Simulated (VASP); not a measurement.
Set up this calculation in VASP 6.6.1, as the native input.

```yaml
Task: single point
Functional: LDA
Potentials_or_basis: VASP PAW LDA potentials, release 64 (Ti_sv, Al)
Cutoff: 520 eV
k_mesh: 16 × 16 × 16
Occupations: gaussian, width 0.15 eV
Spin: no spin polarisation
Dipole_correction: no
Further_INCAR_settings: ALGO = Fast; EDIFF = 1e-06; NBANDS = 14
```

The structure of TiAl lies in POSCAR:

```
TiAl
1.0
    2.7592988167      0.0000000000      0.0000000000
    0.0000000000      2.7592988167      0.0000000000
    0.0000000000      0.0000000000      3.6442059472
Ti Al
1 1
Direct
    0.0000000000      0.0000000000      0.0000000000
    0.5000000000      0.5000000000      0.5000000000
```

One way to write it, as run:

INCAR

```
SYSTEM = TiAl
  ALGO = Fast
  EDIFF = 1E-6
  ENCUT = 520
  GGA = CA
  ISIF = 2
  ISMEAR = 0
  LASPH = .TRUE.
  LCHARG = .FALSE.
  LREAL = .FALSE.
  LWAVE = .FALSE.
  NBANDS = 14
  NELM = 60
  PREC = Accurate
  SIGMA = 0.15
```

KPOINTS

```
k-points
0
G
  16 16 16
  0 0 0
```

Potentials or basis: VASP PAW LDA potentials, release 64 (Ti_sv, Al).

The run is started by

```sh
$ cat potpaw_LDA.64/Ti_sv/POTCAR potpaw_LDA.64/Al/POTCAR > POTCAR
$ mpirun -np 1 vasp_std > vasp.out
```

Results of the run:

- Pressure: 14.9 GPa
- Band gap on the k mesh: zero (an odd number of electrons rules out a gap without spin polarisation)

Caveat: the cell stands under pressure.

Wall time 3.3 min on 1 thread of Intel(R) Xeon(R) Platinum 8259CL CPU @ 2.50GHz (Skylake/Cascade Lake) (shared host), peak memory 0.26 GiB.
